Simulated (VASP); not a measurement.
# Be4Si (P4/nmm) in VASP: single point with r2SCAN

Aim: the single point of Be4Si with r2SCAN.

Program: VASP 6.6.1. These are calculated values, not measurements. Logs are shortened: lines on timing, memory, paths and dates and some standing lists are left out, and cuts for length are marked.

## Step 1: The cell of the first run

The structure is tetragonal, space group P4/nmm (No. 129). Conventional cell: a = 3.593 Å, b = 3.593 Å, c = 7.518 Å, α = 90.00°, β = 90.00°, γ = 90.00°. Within 2.9 Å of Be (site symmetry -4m2) lie 4 Si at 2.20 Å and 6 Be at 2.29 to 2.54 Å. Within 3.0 Å of Be (site symmetry 4mm) lie 12 Be at 2.24 to 2.56 Å and 1 Si at 2.35 Å. Be (site symmetry 2mm) has 2 Si at 2.06 Å and 9 Be at 2.24 to 2.54 Å within 2.7 Å. Si (site symmetry 4mm) has 9 Be at 2.06 to 2.35 Å within 2.7 Å.

## Step 2: Single point, r2SCAN

The input, POSCAR:

```
Be4Si
1.0
    3.5927940000      0.0000000000      0.0000000000
    0.0000000000      3.5927940000      0.0000000000
    0.0000000000      0.0000000000      7.5183130000
Be Si
8 2
Direct
    0.0000000000      0.0000000000      0.0000000000
    0.5000000000      0.5000000000      0.0000000000
    0.0000000000      0.5000000000      0.4810000000
    0.5000000000      0.0000000000      0.5190000000
    0.0000000000      0.0000000000      0.3040000000
    0.5000000000      0.5000000000      0.3040000000
    0.5000000000      0.5000000000      0.6960000000
    0.0000000000      0.0000000000      0.6960000000
    0.0000000000      0.5000000000      0.1690000000
    0.5000000000      0.0000000000      0.8310000000
```

The input, INCAR.step1:

```
SYSTEM = Be4Si
  PREC = Accurate
  ENCUT = 520
  ISMEAR = -1
  SIGMA = 0.1
  LREAL = .False.
  LASPH = .True.
  NELM = 100
  NBANDS = 23
  GGA = PE
  ALGO = Normal
  EDIFF = 1E-4
  LWAVE = .True.
  LCHARG = .False.
```

The input, INCAR.step2:

```
SYSTEM = Be4Si
  PREC = Accurate
  ENCUT = 520
  EDIFF = 1E-6
  ISMEAR = -1
  SIGMA = 0.1
  LREAL = .False.
  LASPH = .True.
  NELM = 100
  ALGO = Normal
  ISIF = 2
  LWAVE = .False.
  LCHARG = .False.
  METAGGA = R2SCAN
  LMIXTAU = .True.
  NBANDS = 23
  ISTART = 1
```

The input, KPOINTS:

```
regular mesh
0
Gamma
  9 9 5
  0 0 0
```

Potentials or basis: VASP PAW PBE potentials, release 64 (Be, Si).

Run with:

```
$ cat potpaw_PBE.64/Be/POTCAR potpaw_PBE.64/Si/POTCAR > POTCAR
$ cp INCAR.step1 INCAR
$ mpirun -np 1 vasp_std > vasp.out
$ cp INCAR.step2 INCAR
$ mpirun -np 1 vasp_std > vasp.out
```

OUTCAR:

```text
SYSTEM = Be4Si
   PREC = Accurate
   ENCUT = 520
   EDIFF = 1E-6
   ISMEAR = -1
   LREAL = .False.
   LASPH = .True.
   NELM = 100
   ISIF = 2
   METAGGA = R2SCAN
   ISTART = 1

 ion  position               nearest neighbor table
   1  0.000  0.000  0.000-   9 2.20  10 2.20   9 2.20  10 2.20   5 2.29   8 2.29
   2  0.500  0.500  0.000-   9 2.20  10 2.20  10 2.20   9 2.20   6 2.29   7 2.29
   3  0.000  0.500  0.481-   5 2.24   6 2.24   5 2.24   6 2.24   9 2.35
   4  0.500  0.000  0.519-   7 2.24   8 2.24   7 2.24   8 2.24  10 2.35
   5  0.000  0.000  0.304-   9 2.06   9 2.06   3 2.24   3 2.24   1 2.29
   6  0.500  0.500  0.304-   9 2.06   9 2.06   3 2.24   3 2.24   2 2.29
   7  0.500  0.500  0.696-  10 2.06  10 2.06   4 2.24   4 2.24   2 2.29
   8  0.000  0.000  0.696-  10 2.06  10 2.06   4 2.24   4 2.24   1 2.29
   9  0.000  0.500  0.169-   5 2.06   6 2.06   5 2.06   6 2.06   1 2.20   1 2.20   2 2.20   2 2.20
                             3 2.35
  10  0.500  0.000  0.831-   7 2.06   8 2.06   7 2.06   8 2.06   2 2.20   1 2.20   1 2.20   2 2.20
                             4 2.35

  LATTYP: Found a simple tetragonal cell.
 ALAT       =     3.5927940000
 C/A-ratio  =     2.0926089834

  Lattice vectors:

 A1 = (   3.5927940000,   0.0000000000,   0.0000000000)
 A2 = (   0.0000000000,   3.5927940000,   0.0000000000)
 A3 = (   0.0000000000,   0.0000000000,   7.5183130000)

Analysis of symmetry for initial positions (statically):
=====================================================================
 Subroutine PRICEL returns:
 Original cell was already a primitive cell.

 Routine SETGRP: Setting up the symmetry group for a
 simple tetragonal supercell.

 Subroutine GETGRP returns: Found 16 space group operations
 (whereof  8 operations were pure point group operations)
 out of a pool of 16 trial point group operations.

The static configuration has the point symmetry D_2d.
 The point group associated with its full space group is D_4h.

Analysis of symmetry for dynamics (positions and initial velocities):
=====================================================================
 Subroutine PRICEL returns:
 Original cell was already a primitive cell.

 Routine SETGRP: Setting up the symmetry group for a
 simple tetragonal supercell.

 Subroutine GETGRP returns: Found 16 space group operations
 (whereof  8 operations were pure point group operations)
 out of a pool of 16 trial point group operations.

The dynamic configuration has the point symmetry D_2d.
[... 125 lines left out ...]
   TEBEG  =    0.0;   TEEND  =   0.0 temperature during run
   PSTRESS=    0.0 pullay stress
   NELECT =      24.0000    total number of electrons
   NUPDOWN=      -1.0000    fix difference up-down
   EMIN   =  10.00;   EMAX   =-10.00  energy-range for DOS
   EFERMI =   0.00;   METHOD = LEGACY
   ISMEAR =    -1;   SIGMA  =   0.10  broadening in eV -4-tet -1-fermi 0-gaus
   EFERMI_NEDOS =   21; number of points for ismear=-14 and -15
   IALGO  =     38    algorithm
   IMIX   =      4    mixing-type and parameters
     AMIX     =   0.40;   BMIX     =  1.00
     AMIX_MAG =   1.60;   BMIX_MAG =  1.00
  volume/ion in A,a.u.               =       9.70        65.49
  Fermi-wavevector in a.u.,A,eV,Ry     =   1.027583  1.941850 14.366756  1.055927
  Thomas-Fermi vector in A             =   2.161535
   LORBIT       =      0    0 simple, 1 ext, 2 COOP (PROOUT), +10 PAW based schemes
   METAGGA = R2SCAN    functional components
   LHFCALC =     F    Hartree Fock is set to
   AEXX    =    0.0000 exact exchange contribution
   IVDW    =     0    specifies the selected vdW correction
   LEPSILON=     F    determine dielectric tensor
   LRPA    =     F    only Hartree local field effects (RPA)
 non-spin polarized calculation
  energy-cutoff  :      520.00
  volume of cell :       97.05
 maximum number of plane-waves:      2641
 NGX is ok and might be reduce to    28
   NGX = 13   NGY = 13   NGZ = 27

 number of electron      24.0000000 magnetization

 Free energy of the ion-electron system (eV)
  ---------------------------------------------------
  ext. energy  EPLUGINS =         0.00000000
  ---------------------------------------------------
  free energy    TOTEN  =       -47.57917547 eV

  energy without entropy =      -47.48431887  energy(sigma->0) =      -47.53174717

 E-fermi :   7.9702     XC(G=0): -11.0521

 val. band max:        7.9600804940   @ k =   0.3333   0.0000   0.2000
 cond. band min:       7.9848689640   @ k =   0.4444   0.3333   0.4000
 fundamental gap:      0.0247884700
 Fermi energy:         7.9701612797

 k-point     1 :       0.0000    0.0000    0.0000
  band No.  band energies     occupation
      1      -6.0121      2.00000
      2      -4.3782      2.00000
      3      -2.3932      2.00000
      4       2.6842      2.00000
      5       2.7084      2.00000
      6       2.7084      2.00000
[... 613 lines left out ...]
     22      14.1175      0.00000
     23      14.6817      0.00000

 [... further k-points ...]

------------------------ aborting loop because EDIFF is reached ----------------------------------------

  FORCE on cell =-STRESS in cart. coord.  units (eV):
  Direction    XX          YY          ZZ          XY          YZ          ZX
  --------------------------------------------------------------------------------------
  -------------------------------------------------------------------------------------
  Total        9.0111941      9.0111941      6.8095597      0.0000000      0.0000000     -0.0000000
  in kB      148.7674408    148.7674408    112.4202587      0.0000000      0.0000000     -0.0000000
  external PRESSURE =     136.6517134 kB  Pullay stress =       0.0000000 kB

 VOLUME and BASIS-vectors are now :
 -----------------------------------------------------------------------------
  energy-cutoff  :      520.00
  volume of cell :       97.05
      direct lattice vectors                 reciprocal lattice vectors
     3.592794000  0.000000000  0.000000000     0.278334911  0.000000000  0.000000000
     0.000000000  3.592794000  0.000000000     0.000000000  0.278334911  0.000000000
     0.000000000  0.000000000  7.518313000     0.000000000  0.000000000  0.133008562

 POSITION                                       TOTAL-FORCE (eV/Angst)
 -----------------------------------------------------------------------------------
      0.00000      0.00000      0.00000         0.000000      0.000000      0.000000
      1.79640      1.79640      0.00000         0.000000     -0.000000      0.000000
      0.00000      1.79640      3.61631         0.000000     -0.000000      0.745160
      1.79640      0.00000      3.90200         0.000000     -0.000000     -0.745160
      0.00000      0.00000      2.28557         0.000000     -0.000000      2.154519
      1.79640      1.79640      2.28557         0.000000     -0.000000      2.154519
      1.79640      1.79640      5.23275         0.000000      0.000000     -2.154519
      0.00000      0.00000      5.23275         0.000000      0.000000     -2.154519
      0.00000      1.79640      1.27059         0.000000     -0.000000     -2.083607
      1.79640      0.00000      6.24772         0.000000     -0.000000      2.083607
 -----------------------------------------------------------------------------------
    total drift:                               -0.000000     -0.000000      0.000000

  FREE ENERGIE OF THE ION-ELECTRON SYSTEM (eV)
  ---------------------------------------------------
  free  energy   TOTEN  =       -47.5791754711 eV

  energy  without entropy=      -47.4843188679  energy(sigma->0) =      -47.53174717
```

OUTCAR.step1:

```text
SYSTEM = Be4Si
   PREC = Accurate
   ENCUT = 520
   ISMEAR = -1
   LREAL = .False.
   LASPH = .True.
[... 881 lines left out ...]
      0.00000      0.00000      5.23275         0.000000     -0.000000     -2.089035
      0.00000      1.79640      1.27059         0.000000      0.000000     -2.047463
      1.79640      0.00000      6.24772        -0.000000      0.000000      2.047463
 -----------------------------------------------------------------------------------
    total drift:                               -0.000000     -0.000000      0.000000

  FREE ENERGIE OF THE ION-ELECTRON SYSTEM (eV)
  ---------------------------------------------------
  free  energy   TOTEN  =       -36.4826487674 eV

  energy  without entropy=      -36.3811853967  energy(sigma->0) =      -36.43191708
```

Wall time 3.7 min (1 thread of Intel Xeon Platinum 8259CL at 2.50GHz (Skylake/Cascade Lake), shared host); peak memory 0.25 GiB.

What came out:

```
Free energy            : -47.5792 eV
Pressure               : 13.7 GPa
Largest force          : 2.155 eV/Å
Band gap on the k mesh : zero (bands 12 and 13 overlap by 0.89 eV)
```

Forces in eV/Å, atoms in the order of the input:
```
Be   0.000  0.000  0.000
Be   0.000  0.000  0.000
Be   0.000  0.000  0.745
Be   0.000  0.000 -0.745
Be   0.000  0.000  2.155
Be   0.000  0.000  2.155
Be   0.000  0.000 -2.155
Be   0.000  0.000 -2.155
Si   0.000  0.000 -2.084
Si   0.000  0.000  2.084
```

Stress tensor (GPa, compression positive):
```
14.88  0.00  0.00
 0.00 14.88  0.00
 0.00  0.00 11.24
```

Caveat: the cell stands under pressure; the PAW data sets were made with another functional, which shifts forces and pressure a little.

The gap in the log of VASP goes by the Fermi energy; the results here count the filled bands.